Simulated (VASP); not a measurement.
Set up this calculation in VASP 6.6.1, as the native input.

```yaml
Task: single point
Functional: PBE
Potentials_or_basis: VASP PAW PBE potentials, release 64 (F)
Cutoff: 520 eV
k_mesh: 18 × 18 × 18
Occupations: fermi-dirac, width 0.08 eV
Spin: no spin polarisation
Dipole_correction: no
Further_INCAR_settings: ALGO = Normal; EDIFF = 1e-06; NBANDS = 10
```

The structure of F lies in POSCAR:

```
F
1.0
   -1.0825566298      1.0825566298      1.0825566298
    1.0825566298     -1.0825566298      1.0825566298
    1.0825566298      1.0825566298     -1.0825566298
F
1
Direct
    0.0000000000      0.0000000000      0.0000000000
```

This cell differs from its parent crystal: volume scaled by 0.5.

The input as run:

INCAR

```
SYSTEM = F
PREC = Accurate
ENCUT = 520
EDIFF = 1E-6
ISMEAR = -1
SIGMA = 0.08
LREAL = .False.
LASPH = .True.
NELM = 80
ALGO = Normal
ISIF = 2
LWAVE = .False.
LCHARG = .False.
GGA = PE
NBANDS = 10
```

KPOINTS

```
Automatic mesh
0
Gamma
  18 18 18
  0 0 0
```

Potentials or basis: VASP PAW PBE potentials, release 64 (F).

Run with:

```sh
$ cat potpaw_PBE.64/F/POTCAR > POTCAR
$ mpirun -np 1 vasp_std > vasp.out
```

Results of the run:

```
Pressure : 217.5 GPa
```

Caveat: an odd number of electrons without spin polarisation forces a metal; a magnetic or distorted state may lie lower.

It took 2.8 s on 1 thread of Intel(R) Xeon(R) Platinum 8488C (Sapphire Rapids), with other jobs on the host, peak memory 0.11 GiB.
